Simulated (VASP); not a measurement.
# CuO2 (fluorite type) (Fm-3m) in VASP: further runs

The runs below take CuO2 (fluorite type) through single point, with PBE.

Program: VASP 6.6.1. These are calculated values, not measurements. Logs are shortened: lines on timing, memory, paths and dates and some standing lists are left out, and cuts for length are marked.

## Step 1: The cell of the first run

It takes space group Fm-3m (No. 225, cubic). The conventional cell has a = 4.768 Å, b = 4.768 Å, c = 4.768 Å, α = 90.00°, β = 90.00°, γ = 90.00°. Cu (site symmetry m-3m) has 8 O at 2.06 Å within 2.7 Å. Within 2.7 Å of O (site symmetry -43m) lie 4 Cu at 2.06 Å and 6 O at 2.38 Å.

## Step 2: Single point, PBE

INCAR

```
SYSTEM = CuO2
  PREC = Accurate
  ENCUT = 520
  EDIFF = 1E-6
  ISMEAR = -1
  SIGMA = 0.06122561905347299
  LREAL = .False.
  LASPH = .True.
  NELM = 60
  ALGO = Normal
  ISIF = 2
  LWAVE = .False.
  LCHARG = .False.
  GGA = PE
  NBANDS = 18
```

KPOINTS

```
regular mesh
0
Gamma
  20 20 20
  0 0 0
```

POSCAR

```
CuO2
1.0
    0.0000000000      2.3841507758      2.3841507758
    2.3841507758      0.0000000000      2.3841507758
    2.3841507758      2.3841507758      0.0000000000
Cu O
1 2
Direct
    0.0000000000      0.0000000000      0.0000000000
    0.2500000000      0.2500000000      0.2500000000
    0.7500000000      0.7500000000      0.7500000000
```

Potentials or basis: VASP PAW PBE potentials, release 64 (Cu, O).

Started as:

```sh
$ cat potpaw_PBE.64/Cu/POTCAR potpaw_PBE.64/O/POTCAR > POTCAR
$ mpirun -np 1 vasp_std > vasp.out
```

OUTCAR:

```text
SYSTEM = CuO2
   PREC = Accurate
   ENCUT = 520
   EDIFF = 1E-6
   ISMEAR = -1
   LREAL = .False.
   LASPH = .True.
   NELM = 60
   ISIF = 2
   GGA = PE

 ion  position               nearest neighbor table
   1  0.000  0.000  0.000-   3 2.06   3 2.06   3 2.06   2 2.06   2 2.06   2 2.06   3 2.06   2 2.06

   2  0.250  0.250  0.250-   1 2.06   1 2.06   1 2.06   1 2.06
   3  0.750  0.750  0.750-   1 2.06   1 2.06   1 2.06   1 2.06

  LATTYP: Found a face centered cubic cell.
 ALAT       =     4.7683015516

  Lattice vectors:

 A1 = (   0.0000000000,   2.3841507758,   2.3841507758)
 A2 = (   2.3841507758,   0.0000000000,   2.3841507758)
 A3 = (   2.3841507758,   2.3841507758,   0.0000000000)

Analysis of symmetry for initial positions (statically):
=====================================================================
 Subroutine PRICEL returns:
 Original cell was already a primitive cell.

 Routine SETGRP: Setting up the symmetry group for a
 face centered cubic supercell.

 Subroutine GETGRP returns: Found 48 space group operations
 (whereof 48 operations were pure point group operations)
 out of a pool of 48 trial point group operations.

The static configuration has the point symmetry O_h .

Analysis of symmetry for dynamics (positions and initial velocities):
=====================================================================
 Subroutine PRICEL returns:
 Original cell was already a primitive cell.

 Routine SETGRP: Setting up the symmetry group for a
 face centered cubic supercell.

 Subroutine GETGRP returns: Found 48 space group operations
 (whereof 48 operations were pure point group operations)
 out of a pool of 48 trial point group operations.

The dynamic configuration has the point symmetry O_h .

 Subroutine INISYM returns: Found 48 space group operations
 (whereof 48 operations are pure point group operations),
 and found     1 'primitive' translations

----------------------------------------------------------------------------------------

                                     Primitive cell

  volume of cell :      27.1039

  direct lattice vectors                    reciprocal lattice vectors
     0.000000000  2.384150776  2.384150776    -0.209718280  0.209718280  0.209718280
     2.384150776  0.000000000  2.384150776     0.209718280 -0.209718280  0.209718280
     2.384150776  2.384150776  0.000000000     0.209718280  0.209718280 -0.209718280

  length of vectors
     3.371698362  3.371698362  3.371698362     0.363242716  0.363242716  0.363242716
[... 76 lines left out ...]
   ICHARG =      2    charge: 1-file 2-atom 10-const
   ISPIN  =      1    spin polarized calculation?
   LNONCOLLINEAR =      F non collinear calculations
   LSORBIT =      F    spin-orbit coupling
   LASPH  =      T    aspherical Exc in radial PAW
   ENCUT  =  520.0 eV  38.22 Ry    6.18 a.u.   6.27  6.27  6.27*2*pi/ulx,y,z
   NELM   =     60;   NELMIN=  2; NELMDL= -5     # of ELM steps
   EDIFF  = 0.1E-05   stopping-criterion for ELM
   LREAL  =      F    real-space projection
[... 7 lines left out ...]
   TEBEG  =    0.0;   TEEND  =   0.0 temperature during run
   PSTRESS=    0.0 pullay stress
   NELECT =      23.0000    total number of electrons
   NUPDOWN=      -1.0000    fix difference up-down
   EMIN   =  10.00;   EMAX   =-10.00  energy-range for DOS
   EFERMI =   0.00;   METHOD = LEGACY
   ISMEAR =    -1;   SIGMA  =   0.06  broadening in eV -4-tet -1-fermi 0-gaus
   EFERMI_NEDOS =   21; number of points for ismear=-14 and -15
   IALGO  =     38    algorithm
   IMIX   =      4    mixing-type and parameters
     AMIX     =   0.40;   BMIX     =  1.00
     AMIX_MAG =   1.60;   BMIX_MAG =  1.00
  volume/ion in A,a.u.               =       9.03        60.97
  Fermi-wavevector in a.u.,A,eV,Ry     =   1.549912  2.928909 32.684288  2.402227
  Thomas-Fermi vector in A             =   2.654651
   LORBIT       =      0    0 simple, 1 ext, 2 COOP (PROOUT), +10 PAW based schemes
   GGA     = PE    functional components
   LHFCALC =     F    Hartree Fock is set to
   AEXX    =    0.0000 exact exchange contribution
   IVDW    =     0    specifies the selected vdW correction
   LEPSILON=     F    determine dielectric tensor
   LRPA    =     F    only Hartree local field effects (RPA)
 non-spin polarized calculation
  energy-cutoff  :      520.00
  volume of cell :       27.10
 maximum number of plane-waves:       748
 NGX is ok and might be reduce to    28
   NGX = 13   NGY = 13   NGZ = 13

 number of electron      23.0000006 magnetization

 Free energy of the ion-electron system (eV)
  ---------------------------------------------------
  ext. energy  EPLUGINS =         0.00000000
  ---------------------------------------------------
  free energy    TOTEN  =       -12.94098823 eV

  energy without entropy =      -12.84220643  energy(sigma->0) =      -12.89159733

 E-fermi :   4.7435     XC(G=0): -12.0713

 val. band max:        4.7431737019   @ k =   0.4500   0.1500   0.0500
 cond. band min:       4.7436530938   @ k =   0.4500   0.3500   0.1000
 fundamental gap:      0.0004793919
 Fermi energy:         4.7434508257

 k-point     1 :       0.0000    0.0000    0.0000
  band No.  band energies     occupation
      1     -15.3620      2.00000
      2     -11.1105      2.00000
      3      -1.3081      2.00000
      4      -1.3081      2.00000
      5      -1.3081      2.00000
      6       1.7159      2.00000
[... 481 lines left out ...]
      5       0.6486      2.00000
      6       0.7894      2.00000
[... 10 lines left out ...]
     17      19.8376      0.00000
     18      24.1197      0.00000

 [... further k-points ...]

------------------------ aborting loop because EDIFF is reached ----------------------------------------

  FORCE on cell =-STRESS in cart. coord.  units (eV):
  Direction    XX          YY          ZZ          XY          YZ          ZX
  --------------------------------------------------------------------------------------
  -------------------------------------------------------------------------------------
  Total        1.3767386      1.3767386      1.3767386      0.0000000      0.0000000      0.0000000
  in kB       81.3824826     81.3824826     81.3824826      0.0000000      0.0000000      0.0000000
  external PRESSURE =      81.3824826 kB  Pullay stress =       0.0000000 kB

 VOLUME and BASIS-vectors are now :
 -----------------------------------------------------------------------------
  energy-cutoff  :      520.00
  volume of cell :       27.10
      direct lattice vectors                 reciprocal lattice vectors
     0.000000000  2.384150776  2.384150776    -0.209718280  0.209718280  0.209718280
     2.384150776  0.000000000  2.384150776     0.209718280 -0.209718280  0.209718280
     2.384150776  2.384150776  0.000000000     0.209718280  0.209718280 -0.209718280

 POSITION                                       TOTAL-FORCE (eV/Angst)
 -----------------------------------------------------------------------------------
      0.00000      0.00000      0.00000        -0.000000     -0.000000     -0.000000
      1.19208      1.19208      1.19208         0.000000      0.000000      0.000000
      3.57623      3.57623      3.57623         0.000000     -0.000000      0.000000
 -----------------------------------------------------------------------------------
    total drift:                               -0.000000     -0.000000      0.000000

  FREE ENERGIE OF THE ION-ELECTRON SYSTEM (eV)
  ---------------------------------------------------
  free  energy   TOTEN  =       -12.9409882298 eV

  energy  without entropy=      -12.8422064347  energy(sigma->0) =      -12.89159733
```

OSZICAR:

```text
N       E                     dE             d eps       ncg     rms          rms(c)
DAV:   1     0.165845304187E+03    0.16585E+03   -0.12163E+04 10060   0.185E+03
[... 13 lines left out ...]
DAV:  15    -0.129414996123E+02    0.24304E-02   -0.27917E-03 12254   0.154E+00    0.239E-01
DAV:  16    -0.129410379128E+02    0.46170E-03   -0.10132E-03 13812   0.843E-01    0.622E-02
DAV:  17    -0.129410120453E+02    0.25868E-04   -0.69884E-05 13842   0.160E-01    0.427E-02
DAV:  18    -0.129409925643E+02    0.19481E-04   -0.82009E-05 12860   0.229E-01    0.276E-02
DAV:  19    -0.129409998488E+02   -0.72845E-05   -0.67264E-06 11396   0.574E-02    0.399E-02
DAV:  20    -0.129409888849E+02    0.10964E-04   -0.18928E-05 12256   0.129E-01    0.982E-03
DAV:  21    -0.129409882298E+02    0.65509E-06   -0.74695E-07  4870   0.213E-02
   1 F= -.12940988E+02 E0= -.12891597E+02  d E =-.987818E-01
```

Run time: 1.7 min. Hardware: 1 thread of Intel Xeon 6975P-C (Granite Rapids), shared host; peak memory 0.24 GiB.

What came out:

```yaml
Free_energy: -12.9410 eV
Pressure: 8.1 GPa
Band_gap_on_the_k_mesh: zero (an odd number of electrons rules out a gap without spin polarisation)
```

Levels at points of the mesh, in eV from the Fermi level:
| k point | band 8 | band 9 | band 10 | band 11 | band 12 | band 13 | band 14 | band 15 |
| --- | --- | --- | --- | --- | --- | --- | --- | --- |
| (0.00, 0.00, 0.00) | -1.08 | -1.08 | -1.08 | -0.08 | -0.08 | -0.08 | 6.10 | 12.01 |
| (0.50, 0.00, 0.00) | -3.01 | -2.95 | -2.95 | -2.26 | 0.05 | 0.05 | 10.13 | 11.06 |
| (0.50, 0.50, 0.00) | -2.85 | -2.58 | -2.38 | 0.04 | 0.67 | 0.67 | 8.79 | 12.41 |

Caveat: the cell stands under pressure; an odd number of electrons without spin polarisation forces a metal; a magnetic or distorted state may lie lower; semilocal functionals often make such compounds metallic where correlation or magnetic order opens a gap, which also shifts bond lengths. With open d or f shells a metallic result of PBE can be an artefact of self-interaction; +U or a hybrid may open a gap.

## Step 3: Single point, PBE

This run uses another cell than the first one, of 9.22 Å³/atom.

Changes to INCAR since step 2:

```diff
@@ -8,3 +8,3 @@
   LASPH = .True.
-  NELM = 60
+  NELM = 80
   ALGO = Normal
@@ -12,4 +12,6 @@
   LWAVE = .False.
-  LCHARG = .False.
+  LCHARG = .True.
   GGA = PE
+  LELF = .True.
+  LVHAR = .True.
   NBANDS = 18
```

KPOINTS is that of step 2.

POSCAR

```
CuO2
1.0
    0.0000000000      2.4005937145      2.4005937145
    2.4005937145      0.0000000000      2.4005937145
    2.4005937145      2.4005937145      0.0000000000
Cu O
1 2
Direct
    0.0000000000      0.0000000000      0.0000000000
    0.2500000000      0.2500000000      0.2500000000
    0.7500000000      0.7500000000      0.7500000000
```

Potentials or basis: VASP PAW PBE potentials, release 64 (Cu, O).

Started as:

```sh
$ cat potpaw_PBE.64/Cu/POTCAR potpaw_PBE.64/O/POTCAR > POTCAR
$ mpirun -np 1 vasp_std > vasp.out
```

OUTCAR:

```text
SYSTEM = CuO2
   PREC = Accurate
   ENCUT = 520
   EDIFF = 1E-6
   ISMEAR = -1
   LREAL = .False.
   LASPH = .True.
   NELM = 80
   ISIF = 2
   GGA = PE

 ion  position               nearest neighbor table
   1  0.000  0.000  0.000-   3 2.08   3 2.08   3 2.08   2 2.08   3 2.08   2 2.08   2 2.08   2 2.08

   2  0.250  0.250  0.250-   1 2.08   1 2.08   1 2.08   1 2.08
   3  0.750  0.750  0.750-   1 2.08   1 2.08   1 2.08   1 2.08

  LATTYP: Found a face centered cubic cell.
 ALAT       =     4.8011874290

  Lattice vectors:

 A1 = (   0.0000000000,   2.4005937145,   2.4005937145)
 A2 = (   2.4005937145,   0.0000000000,   2.4005937145)
 A3 = (   2.4005937145,   2.4005937145,   0.0000000000)

Analysis of symmetry for initial positions (statically):
=====================================================================
 Subroutine PRICEL returns:
 Original cell was already a primitive cell.

 Routine SETGRP: Setting up the symmetry group for a
 face centered cubic supercell.

 Subroutine GETGRP returns: Found 48 space group operations
 (whereof 48 operations were pure point group operations)
 out of a pool of 48 trial point group operations.

The static configuration has the point symmetry O_h .

[... 163 lines left out ...]

 val. band max:        4.4678186601   @ k =  -0.4500   0.2500   0.1000
 cond. band min:       4.4682530977   @ k =   0.4000   0.3500   0.0000
 fundamental gap:      0.0004344375
 Fermi energy:         4.4682481750

 k-point     1 :       0.0000    0.0000    0.0000
  band No.  band energies     occupation
      1     -15.4440      2.00000
      2     -11.3616      2.00000
      3      -1.4196      2.00000
      4      -1.4196      2.00000
      5      -1.4196      2.00000
      6       1.5203      2.00000
[... 481 lines left out ...]
      5       0.4656      2.00000
      6       0.6075      2.00000
[... 10 lines left out ...]
     17      19.4160      0.00000
     18      23.6770      0.00000

 [... further k-points ...]

------------------------ aborting loop because EDIFF is reached ----------------------------------------

  FORCE on cell =-STRESS in cart. coord.  units (eV):
  Direction    XX          YY          ZZ          XY          YZ          ZX
  --------------------------------------------------------------------------------------
  -------------------------------------------------------------------------------------
  Total        0.6947128      0.6947128      0.6947128      0.0000000      0.0000000      0.0000000
  in kB       40.2281363     40.2281363     40.2281363      0.0000000      0.0000000      0.0000000
  external PRESSURE =      40.2281363 kB  Pullay stress =       0.0000000 kB

 VOLUME and BASIS-vectors are now :
 -----------------------------------------------------------------------------
  energy-cutoff  :      520.00
  volume of cell :       27.67
      direct lattice vectors                 reciprocal lattice vectors
     0.000000000  2.400593714  2.400593714    -0.208281808  0.208281808  0.208281808
     2.400593714  0.000000000  2.400593714     0.208281808 -0.208281808  0.208281808
     2.400593714  2.400593714  0.000000000     0.208281808  0.208281808 -0.208281808

 POSITION                                       TOTAL-FORCE (eV/Angst)
 -----------------------------------------------------------------------------------
      0.00000      0.00000      0.00000         0.000000     -0.000000      0.000000
      1.20030      1.20030      1.20030         0.000000      0.000000      0.000000
      3.60089      3.60089      3.60089        -0.000000     -0.000000     -0.000000
 -----------------------------------------------------------------------------------
    total drift:                               -0.000000     -0.000000      0.000000

  FREE ENERGIE OF THE ION-ELECTRON SYSTEM (eV)
  ---------------------------------------------------
  free  energy   TOTEN  =       -12.9644367390 eV

  energy  without entropy=      -12.8645199973  energy(sigma->0) =      -12.91447837
```

stdout:

```text
POSCAR found type information on POSCAR CuO
 POSCAR found :  2 types and       3 ions
 scaLAPACK will be used
 LDA part: xc-table for (Slater+PW92), standard interpolation
 POSCAR, INCAR and KPOINTS ok, starting setup
 FFT: planning ... GRIDC
 FFT: planning ... GRID_SOFT
 FFT: planning ... GRID
 WAVECAR not read
 entering main loop
```

It took 97 s on 1 thread of Intel Xeon 6975P-C (Granite Rapids), shared host; peak memory 0.24 GiB.

What came out:

| Property | Result |
| --- | --- |
| Free energy | -12.9644 eV |
| Pressure | 4.0 GPa |
| Band gap on the k mesh | zero (an odd number of electrons rules out a gap without spin polarisation) |

Levels at points of the mesh, in eV from the Fermi level:
```
           k point  band 9  band 10  band 11  band 12  band 13  band 14
(0.00, 0.00, 0.00)   -1.05    -1.05    -0.08    -0.08    -0.08     5.93
(0.50, 0.00, 0.00)   -2.87    -2.87    -2.23     0.04     0.04     9.92
(0.50, 0.50, 0.00)   -2.52    -2.34     0.04     0.65     0.65     8.71
```

Caveat: the cell stands under pressure; an odd number of electrons without spin polarisation forces a metal; a magnetic or distorted state may lie lower; semilocal functionals often make such compounds metallic where correlation or magnetic order opens a gap, which also shifts bond lengths. With open d or f shells a metallic result of PBE can be an artefact of self-interaction; +U or a hybrid may open a gap.

(Continued in part 2 of 2.)
